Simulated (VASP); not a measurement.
Wanted: the native input for a VASP 6.6.1 run.

```
Task                   : single point
Functional             : PBE
Dispersion             : D3(BJ)
Potentials or basis    : VASP PAW PBE potentials, release 64 (B, N)
Cutoff                 : 520 eV
k mesh                 : 12 × 12 × 12
Occupations            : gaussian, width 0.05 eV
Spin                   : no spin polarisation
Dipole correction      : no
Further INCAR settings : ALGO = Normal; EDIFF = 1e-06; NBANDS = 11
```

The structure of BN lies in POSCAR:

```
BN
1.0
    0.0000000000      3.6001753049      2.1011085028
    1.2891810630      0.0000000000      2.1011085028
    1.2891810630      3.6001753049      0.0000000000
B N
1 1
Direct
    0.0000486500      0.0000486500      0.9999513500
    0.6666513400      0.6666513400      0.3333486600
```

This cell differs from its parent crystal: strain +0.030 along x and y, -0.030 along z.

These files were run (other wordings do the same):

INCAR

```
ALGO = Normal ; EDIFF = 1E-6
ENCUT = 520 ; GGA = PE
ISIF = 2 ; ISMEAR = 0
IVDW = 12 ; LASPH = True
LCHARG = False ; LREAL = False
LWAVE = False ; NBANDS = 11
NELM = 80 ; PREC = Accurate
SIGMA = 0.05
```

KPOINTS

```
k-points
0
Gamma
  12 12 12
```

Potentials or basis: VASP PAW PBE potentials, release 64 (B, N).

Command:

```sh
$ cat potpaw_PBE.64/B/POTCAR potpaw_PBE.64/N/POTCAR > POTCAR
$ mpirun -np 1 vasp_std > vasp.out
```

Results of the run:

```json
{
 "Pressure": "1.8 GPa",
 "Largest force": "0.894 eV/Å",
 "Band gap on the k mesh": "4.15 eV (least direct gap 4.57 eV)",
 "Dispersion energy per atom": "-0.128 eV"
}
```

Caveat: the cell differs from its parent crystal (strain +0.030 along x and y, -0.030 along z).

Wall time 2.9 min on 1 thread of AMD EPYC 7R13 Processor (Zen 3) (shared host), peak memory 0.16 GiB.
